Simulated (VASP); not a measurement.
# C (R-3m) in VASP: notebook

C is run at these levels: LDA; tasks: single point.

Everything below comes from runs of VASP 6.6.1. Logs are shortened: lines on timing, memory, paths and dates and some standing lists are left out, and cuts for length are marked.

## 1. The cell of the first run

Symmetry: R-3m, No. 166, trigonal system. The conventional cell has a = 2.593 Å, b = 2.593 Å, c = 9.010 Å, α = 90.00°, β = 90.00°, γ = 120.00°. Within 2.0 Å of C (site symmetry 3m) lie 3 C at 1.50 Å.

## 2. Single point, LDA

The input, INCAR:

```
SYSTEM = C
PREC = Accurate ; ENCUT = 520
EDIFF = 1E-6 ; ISMEAR = 0
SIGMA = 0.05 ; LREAL = .FALSE.
LASPH = .TRUE. ; NELM = 80
ALGO = Normal ; ISIF = 2
LWAVE = .FALSE. ; LCHARG = .FALSE.
NBANDS = 11
```

The input, KPOINTS:

```
Automatic mesh
0
G
  12 12 12
  0 0 0
```

The input, POSCAR:

```
C
1.0
    1.2963871249      0.7484694555      3.0033301042
   -1.2963871249      0.7484694555      3.0033301042
    0.0000000000     -1.4969389110      3.0033301042
C
2
Direct
    0.1640000000      0.1640000000      0.1640000000
    0.8360000000      0.8360000000      0.8360000000
```

Potentials or basis: VASP PAW LDA potentials, release 64 (C).

On the command line:

```sh
$ cat potpaw_LDA.64/C/POTCAR > POTCAR
$ mpirun -np 1 vasp_std > vasp.out
```

OUTCAR:

```text
SYSTEM = C
   PREC = Accurate
   ENCUT = 520
   EDIFF = 1E-6
   ISMEAR = 0
   LREAL = .FALSE.
   LASPH = .TRUE.
   NELM = 80
   ISIF = 2

 ion  position               nearest neighbor table
   1  0.164  0.164  0.164-   2 1.50   2 1.50   2 1.50
   2  0.836  0.836  0.836-   1 1.50   1 1.50   1 1.50

  LATTYP: Found a trigonal (rhomboedric) cell.
 ALAT       =     3.3557142039
 COS(alpha) =     0.7015102092

  Lattice vectors:

 A1 = (   1.2963871249,   0.7484694555,   3.0033301042)
 A2 = (  -1.2963871249,   0.7484694555,   3.0033301042)
 A3 = (   0.0000000000,  -1.4969389110,   3.0033301042)

Analysis of symmetry for initial positions (statically):
=====================================================================
 Subroutine PRICEL returns:
 Original cell was already a primitive cell.

 Routine SETGRP: Setting up the symmetry group for a
 trigonal (rhombohedral) supercell.

 Subroutine GETGRP returns: Found 12 space group operations
 (whereof 12 operations were pure point group operations)
 out of a pool of 12 trial point group operations.

The static configuration has the point symmetry D_3d.

Analysis of symmetry for dynamics (positions and initial velocities):
=====================================================================
 Subroutine PRICEL returns:
 Original cell was already a primitive cell.

 Routine SETGRP: Setting up the symmetry group for a
 trigonal (rhombohedral) supercell.

 Subroutine GETGRP returns: Found 12 space group operations
 (whereof 12 operations were pure point group operations)
 out of a pool of 12 trial point group operations.

The dynamic configuration has the point symmetry D_3d.

 Subroutine INISYM returns: Found 12 space group operations
 (whereof 12 operations are pure point group operations),
 and found     1 'primitive' translations

----------------------------------------------------------------------------------------

                                     Primitive cell

  volume of cell :      17.4849

  direct lattice vectors                    reciprocal lattice vectors
     1.296387125  0.748469455  3.003330104     0.385687261  0.222676644  0.110987911
    -1.296387125  0.748469455  3.003330104    -0.385687261  0.222676644  0.110987911
     0.000000000 -1.496938911  3.003330104     0.000000000 -0.445353288  0.110987911

  length of vectors
     3.355714204  3.355714204  3.355714204     0.458974801  0.458974801  0.458974801

  position of ions in fractional coordinates (direct lattice)
     0.164000000  0.164000000  0.164000000
     0.836000000  0.836000000  0.836000000

  ion indices of the primitive-cell ions
   primitive index   ion index
                 1           1
                 2           2

----------------------------------------------------------------------------------------

 KPOINTS: Automatic mesh

Automatic generation of k-mesh.
 Grid dimensions read from file:
 generate k-points for:   12   12   12

 Generating k-lattice:

  Cartesian coordinates                     Fractional coordinates (reciprocal lattice)
     0.032140605  0.018556387  0.009248993     0.083333333  0.000000000  0.000000000
    -0.032140605  0.018556387  0.009248993     0.000000000  0.083333333  0.000000000
     0.000000000 -0.037112774  0.009248993     0.000000000  0.000000000  0.083333333

  Length of vectors
     0.038247900  0.038247900  0.038247900

  Shift w.r.t. Gamma in fractional coordinates (k-lattice)
     0.000000000  0.000000000  0.000000000

 Subroutine IBZKPT returns following result:
 ===========================================

 Found    189 irreducible k-points:

 Following reciprocal coordinates:
            Coordinates               Weight
  0.000000  0.000000  0.000000      1.000000
  0.083333  0.000000  0.000000      6.000000
  0.166667 -0.000000 -0.000000      6.000000
  0.250000 -0.000000 -0.000000      6.000000
  0.333333 -0.000000  0.000000      6.000000
  0.416667 -0.000000  0.000000      6.000000
[... 16 lines left out ...]
  0.500000  0.166667 -0.000000     12.000000
 -0.416667  0.166667  0.000000     12.000000
 [... further k-points ...]
   k-points           NKPTS =    189   k-points in BZ     NKDIM =    189   number of bands    NBANDS=     11
   number of dos      NEDOS =    301   number of ions     NIONS =      2
   total plane-waves  NPLWV =  21952
   dimension x,y,z NGX =    28 NGY =   28 NGZ =   28
   dimension x,y,z NGXF=    56 NGYF=   56 NGZF=   56
   ions per type =               2
   NGX,Y,Z   is equivalent  to a cutoff of  13.87, 13.87, 13.87 a.u.
   NGXF,Y,Z  is equivalent  to a cutoff of  27.74, 27.74, 27.74 a.u.
 SYSTEM =  C
   PREC   = accura    normal or accurate (medium, high low for compatibility)
   ISTART =      0    job   : 0-new  1-cont  2-samecut
   ICHARG =      2    charge: 1-file 2-atom 10-const
   ISPIN  =      1    spin polarized calculation?
   LNONCOLLINEAR =      F non collinear calculations
   LSORBIT =      F    spin-orbit coupling
   LASPH  =      T    aspherical Exc in radial PAW
   ENCUT  =  520.0 eV  38.22 Ry    6.18 a.u.   6.24  6.24  6.24*2*pi/ulx,y,z
   NELM   =     80;   NELMIN=  2; NELMDL= -5     # of ELM steps
   EDIFF  = 0.1E-05   stopping-criterion for ELM
   LREAL  =      F    real-space projection
   EDIFFG = 0.1E-04   stopping-criterion for IOM
   NSW    =      0    number of steps for IOM
   IBRION =     -1    ionic relax: 0-MD 1-quasi-New 2-CG
   NFREE  =      0    steps in history (QN), initial steepest desc. (CG)
   ISIF   =      2    stress and relaxation
   ISYM   =      2    0-nonsym 1-usesym 2-fastsym
   POTIM  = 0.5000    time-step for ionic-motion
   TEBEG  =    0.0;   TEEND  =   0.0 temperature during run
   PSTRESS=    0.0 pullay stress
   NELECT =       8.0000    total number of electrons
   NUPDOWN=      -1.0000    fix difference up-down
   EMIN   =  10.00;   EMAX   =-10.00  energy-range for DOS
   EFERMI =   0.00;   METHOD = LEGACY
   ISMEAR =     0;   SIGMA  =   0.05  broadening in eV -4-tet -1-fermi 0-gaus
   EFERMI_NEDOS =   21; number of points for ismear=-14 and -15
   IALGO  =     38    algorithm
   IMIX   =      4    mixing-type and parameters
     AMIX     =   0.40;   BMIX     =  1.00
     AMIX_MAG =   1.60;   BMIX_MAG =  1.00
  volume/ion in A,a.u.               =       8.74        59.00
  Fermi-wavevector in a.u.,A,eV,Ry     =   1.261490  2.383870 21.651724  1.591357
  Thomas-Fermi vector in A             =   2.394946
   LORBIT       =      0    0 simple, 1 ext, 2 COOP (PROOUT), +10 PAW based schemes
   GGA     = CA    functional components
   LHFCALC =     F    Hartree Fock is set to
   AEXX    =    0.0000 exact exchange contribution
   IVDW    =     0    specifies the selected vdW correction
   LEPSILON=     F    determine dielectric tensor
   LRPA    =     F    only Hartree local field effects (RPA)
 non-spin polarized calculation
 Gauss-broadening in eV      SIGMA  =   0.05
  energy-cutoff  :      520.00
  volume of cell :       17.48
 maximum number of plane-waves:       485
 NGX is ok and might be reduce to    28

 number of electron       8.0000000 magnetization

 Free energy of the ion-electron system (eV)
  ---------------------------------------------------
  ext. energy  EPLUGINS =         0.00000000
  ---------------------------------------------------
  free energy    TOTEN  =       -19.75730104 eV

  energy without entropy =      -19.75730104  energy(sigma->0) =      -19.75730104

 E-fermi :   4.6128     XC(G=0): -11.1210

 val. band max:        4.3973698832   @ k =  -0.1667   0.4167   0.0833
 cond. band min:       5.3250133509   @ k =  -0.1667   0.4167   0.0833
 fundamental gap:      0.9276434677
 Fermi energy:         4.6127878062

 k-point     1 :       0.0000    0.0000    0.0000
  band No.  band energies     occupation
      1     -13.7930      2.00000
      2       0.0017      2.00000
      3       1.7246      2.00000
      4       1.7246      2.00000
      5      10.3437      0.00000
      6      12.0880      0.00000
      7      12.0880      0.00000
      8      14.1413      0.00000
      9      14.4976      0.00000
     10      25.4448      0.00000
     11      29.6599      0.00000

 k-point     2 :       0.0833    0.0000    0.0000
  band No.  band energies     occupation
      1     -13.6359      2.00000
      2       0.1215      2.00000
      3       1.1216      2.00000
      4       1.4427      2.00000
      5      10.5430      0.00000
      6      12.1252      0.00000
      7      12.6731      0.00000
      8      13.7178      0.00000
      9      14.8305      0.00000
     10      25.8880      0.00000
     11      27.9448      0.00000

 k-point     3 :       0.1667   -0.0000   -0.0000
  band No.  band energies     occupation
      1     -13.1670      2.00000
      2      -0.4068      2.00000
      3       0.4968      2.00000
      4       0.7759      2.00000
      5      10.9867      0.00000
      6      12.0122      0.00000
      7      12.7276      0.00000
      8      14.2269      0.00000
      9      15.8796      0.00000
     10      25.2107      0.00000
     11      26.2743      0.00000

 k-point     4 :       0.2500   -0.0000   -0.0000
  band No.  band energies     occupation
      1     -12.3942      2.00000
      2      -2.3471      2.00000
      3       0.0275      2.00000
      4       1.0991      2.00000
      5      10.3430      0.00000
      6      11.8417      0.00000
      7      12.6869      0.00000
      8      16.3650      0.00000
      9      17.3062      0.00000
     10      23.2094      0.00000
     11      24.7298      0.00000
[... 239 lines left out ...]
 k-point    22 :       0.4167    0.1667   -0.0000
  band No.  band energies     occupation
      1     -10.7757      2.00000
      2      -4.3562      2.00000
      3      -2.0881      2.00000
      4       1.6351      2.00000
      5       8.4334      0.00000
      6      13.7660      0.00000
      7      15.0092      0.00000
      8      15.6741      0.00000
      9      19.4743      0.00000
     10      21.9387      0.00000
     11      25.2969      0.00000

 k-point    23 :       0.5000    0.1667   -0.0000
  band No.  band energies     occupation
      1      -9.4913      2.00000
      2      -6.1339      2.00000
      3      -2.5981      2.00000
      4       2.6641      2.00000
      5       7.1083      0.00000
      6      13.5484      0.00000
      7      15.6039      0.00000
      8      17.0927      0.00000
      9      19.4998      0.00000
     10      22.5221      0.00000
     11      24.6262      0.00000

 k-point    24 :      -0.4167    0.1667    0.0000
  band No.  band energies     occupation
      1      -8.5400      2.00000
      2      -7.2698      2.00000
      3      -2.7718      2.00000
      4       3.6755      2.00000
      5       6.1021      0.00000
      6      13.4422      0.00000
      7      15.7183      0.00000
      8      17.0997      0.00000
      9      19.5022      0.00000
     10      22.9508      0.00000
     11      24.8988      0.00000

 [... further k-points ...]
[... 5 lines left out ...]
  --------------------------------------------------------------------------------------
  -------------------------------------------------------------------------------------
  Total       -7.0512195     -7.0512195      0.5448462      0.0000000      0.0000000      0.0000000
  in kB     -646.1178026   -646.1178025     49.9253785      0.0000000      0.0000000      0.0000000
  external PRESSURE =    -414.1034089 kB  Pullay stress =       0.0000000 kB

 VOLUME and BASIS-vectors are now :
 -----------------------------------------------------------------------------
  energy-cutoff  :      520.00
  volume of cell :       17.48
      direct lattice vectors                 reciprocal lattice vectors
     1.296387125  0.748469455  3.003330104     0.385687261  0.222676644  0.110987911
    -1.296387125  0.748469455  3.003330104    -0.385687261  0.222676644  0.110987911
     0.000000000 -1.496938911  3.003330104     0.000000000 -0.445353288  0.110987911

 POSITION                                       TOTAL-FORCE (eV/Angst)
 -----------------------------------------------------------------------------------
      0.00000      0.00000      1.47764         0.000000      0.000000      0.673481
      0.00000      0.00000      7.53235         0.000000     -0.000000     -0.673481
 -----------------------------------------------------------------------------------
    total drift:                                0.000000     -0.000000      0.000000

  FREE ENERGIE OF THE ION-ELECTRON SYSTEM (eV)
  ---------------------------------------------------
  free  energy   TOTEN  =       -19.7573010409 eV

  energy  without entropy=      -19.7573010409  energy(sigma->0) =      -19.75730104
```

Run time: 27 s. Hardware: 1 thread of AMD EPYC 9R45 (Zen 5), shared host; peak memory 0.12 GiB.

Results:

| Property | Result |
| --- | --- |
| Free energy | -19.7573 eV |
| Pressure | -41.4 GPa |
| Largest force | 0.673 eV/Å |
| Band gap on the k mesh | 0.93 eV, direct |

Forces in eV/Å, atoms in the order of the input:
```
C    0.000  0.000  0.673
C    0.000  0.000 -0.673
```

Stress tensor (GPa, compression positive):
```
-64.61   0.00   0.00
  0.00 -64.61   0.00
  0.00   0.00   4.99
```

 A k mesh can miss the band edges.

## 3. Single point, LDA

This run uses another cell than the first one, of the same volume but with other edges.

The input, INCAR:

```
ALGO     = Normal         # electronic algorithm
EDIFF    = 1E-6           # SCF threshold, eV
ENCUT    = 520            # plane-wave cutoff, eV
ISIF     = 2              # what is computed and relaxed
ISMEAR   = 0              # smearing method
LASPH    = T              # aspherical terms in the spheres
LCHARG   = T              # write CHGCAR
LELF     = T              # ELF
LREAL    = F              # projectors in reciprocal space
LVHAR    = T            
LWAVE    = F              # write WAVECAR
NBANDS   = 11             # bands
NELM     = 100            # most SCF steps
PREC     = Accurate       # precision mode
SIGMA    = 0.05           # smearing width, eV
```

The input, KPOINTS:

```
k-points
0
Gamma
  12 12 12
```

The input, POSCAR:

```
C
1.0
    1.1556170365      0.6671958071      3.7795893467
   -1.1556170365      0.6671958071      3.7795893467
    0.0000000000     -1.3343916142      3.7795893467
C
2
Direct
    0.1640000000      0.1640000000      0.1640000000
    0.8360000000      0.8360000000      0.8360000000
```

Potentials or basis: VASP PAW LDA potentials, release 64 (C).

On the command line:

```sh
$ cat potpaw_LDA.64/C/POTCAR > POTCAR
$ mpirun -np 1 vasp_std > vasp.out
```

Wall time 37 s (1 thread of AMD EPYC 9R45 (Zen 5), shared host); peak memory 0.12 GiB.

It converged, with:

```yaml
Free_energy: -19.6733 eV
Pressure: 54.5 GPa
Largest_force: 0.944 eV/Å
Band_gap_on_the_k_mesh: 0.34 eV, direct
```

Forces in eV/Å, atoms in the order of the input:
```
C    0.000  0.000  0.944
C    0.000  0.000 -0.944
```

Stress tensor (GPa, compression positive):
```
83.05  0.00  0.00
 0.00 83.05  0.00
 0.00  0.00 -2.48
```

Levels at points of the mesh, in eV from the valence-band top:
```csv
k point,band 1,band 2,band 3,band 4,band 5,band 6,band 7,band 8
"(0.00, 0.00, 0.00)",-20.75,-8.34,-2.69,-2.69,2.45,9.82,9.82,13.97
"(0.50, 0.00, 0.00)",-14.49,-14.28,-6.71,-2.39,1.96,9.76,11.67,11.96
"(0.50, 0.50, 0.00)",-14.45,-14.25,-6.72,-2.76,1.66,9.60,12.59,13.88
"(0.50, 0.50, 0.50)",-20.65,-9.33,-2.69,-2.69,7.08,9.81,9.81,12.09
```

 A k mesh can miss the band edges.

## 4. Single point, LDA

This run uses another cell than the first one, of the same volume but with other edges.

The input, INCAR:

```
SYSTEM = C
ALGO = Normal
EDIFF = 1E-6
ENCUT = 520
GGA = CA
ISIF = 2
ISMEAR = 0
LASPH = .True.
LCHARG = .False.
LREAL = .False.
LWAVE = .False.
NBANDS = 11
NELM = 100
PREC = Accurate
SIGMA = 0.05
```

The input, KPOINTS:

```
k-points
0
Gamma
  12 12 12
  0 0 0
```

The input, POSCAR:

```
C
1.0
    1.2626367005      0.7289836389      3.1660346996
   -1.2626367005      0.7289836389      3.1660346996
    0.0000000000     -1.4579672778      3.1660346996
C
2
Direct
    0.1640000000      0.1640000000      0.1640000000
    0.8360000000      0.8360000000      0.8360000000
```

On the command line:

```sh
$ cat potpaw_LDA.64/C/POTCAR > POTCAR
$ mpirun -np 1 vasp_std > vasp.out
```

It took 28 s on 1 thread of AMD EPYC 9R45 (Zen 5), shared host; peak memory 0.12 GiB.

Results (log left out):

```yaml
Free_energy: -20.0698 eV
Pressure: -24.5 GPa
Largest_force: 0.804 eV/Å
Band_gap_on_the_k_mesh: 1.04 eV, indirect (least direct gap 1.06 eV)
```

Forces on the atoms (eV/Å):
```
C    0.000  0.000  0.804
C    0.000  0.000 -0.804
```

Stress tensor (GPa, compression positive):
```
-37.37   0.00   0.00
  0.00 -37.37   0.00
  0.00   0.00   1.33
```

Levels at points of the mesh, in eV from the valence-band top:
| k point | band 1 | band 2 | band 3 | band 4 | band 5 | band 6 | band 7 | band 8 | band 9 |
| --- | --- | --- | --- | --- | --- | --- | --- | --- | --- |
| (0.00, 0.00, 0.00) | -18.42 | -5.10 | -2.44 | -2.44 | 5.22 | 8.40 | 8.40 | 10.93 | 11.93 |
| (0.50, 0.00, 0.00) | -13.31 | -12.20 | -5.56 | -1.09 | 2.36 | 7.63 | 12.58 | 12.91 | 18.47 |
| (0.50, 0.50, 0.00) | -13.12 | -12.05 | -5.67 | -2.26 | 1.75 | 7.00 | 13.29 | 16.37 | 18.84 |
| (0.50, 0.50, 0.50) | -17.91 | -7.89 | -2.48 | -2.48 | 8.33 | 8.33 | 11.18 | 11.58 | 12.45 |

 A k mesh can miss the band edges.

## 5. Single point, LDA

This run uses another cell than the first one, of the same volume but with other edges.

The input, INCAR:

```
  ALGO = Normal
  EDIFF = 1E-6
  ENCUT = 520
  ISIF = 2
  ISMEAR = 0
  LASPH = True
  LCHARG = False
  LREAL = False
  LWAVE = False
  NBANDS = 11
  NELM = 60
  PREC = Accurate
  SIGMA = 0.05
```

The input, KPOINTS:

```
k-points
0
Gamma
  12 12 12
```

The input, POSCAR:

```
C
1.0
    1.1896251106      0.6868303778      3.5665822369
   -1.1896251106      0.6868303778      3.5665822369
    0.0000000000     -1.3736607556      3.5665822369
C
2
Direct
    0.1640000000      0.1640000000      0.1640000000
    0.8360000000      0.8360000000      0.8360000000
```

On the command line:

```sh
$ cat potpaw_LDA.64/C/POTCAR > POTCAR
$ mpirun -np 1 vasp_std > vasp.out
```

It took 28 s on 1 thread of AMD EPYC 9R45 (Zen 5), shared host; peak memory 0.12 GiB.

It converged, with:

```yaml
Free_energy: -20.0710 eV
Pressure: 24.9 GPa
Largest_force: 0.944 eV/Å
Band_gap_on_the_k_mesh: 0.52 eV, direct
```

Forces on the atoms (eV/Å):
```
C    0.000  0.000  0.944
C    0.000  0.000 -0.944
```

Stress tensor (GPa, compression positive):
```
38.54  0.00  0.00
 0.00 38.54  0.00
 0.00  0.00 -2.28
```

Levels at points of the mesh, in eV from the valence-band top:
| k point | band 1 | band 2 | band 3 | band 4 | band 5 | band 6 | band 7 | band 8 | band 9 |
| --- | --- | --- | --- | --- | --- | --- | --- | --- | --- |
| (0.00, 0.00, 0.00) | -19.97 | -7.35 | -2.66 | -2.66 | 3.20 | 9.28 | 9.28 | 12.90 | 15.65 |
| (0.50, 0.00, 0.00) | -14.13 | -13.58 | -6.38 | -2.02 | 2.07 | 8.96 | 11.91 | 12.10 | 18.32 |
| (0.50, 0.50, 0.00) | -14.06 | -13.53 | -6.40 | -2.58 | 1.67 | 8.70 | 12.74 | 14.49 | 19.84 |
| (0.50, 0.50, 0.50) | -19.78 | -8.80 | -2.67 | -2.67 | 8.62 | 9.26 | 9.26 | 12.59 | 15.52 |

## 6. The runs side by side

```tsv
cell	gap on the mesh (eV)	pressure (GPa)	largest force (eV/Å)
a = 3.356 Å, angles 45.5°, 2 atoms	0.93	-41.4	0.67
a = 4.008 Å, angles 33.5°, 2 atoms	0.34	54.5	0.94
a = 3.486 Å, angles 42.5°, 2 atoms	1.04	-24.5	0.80
a = 3.822 Å, angles 36.3°, 2 atoms	0.52	24.9	0.94
```

Alike in all rows: task single point; level LDA; potentials or basis VASP PAW LDA potentials, release 64 (C); no spin polarisation; k mesh 12 × 12 × 12; cutoff (eV) 520; smearing gaussian 0.05 eV.

Total energies depend on the potentials used, so only differences within one code and one set of settings carry meaning.
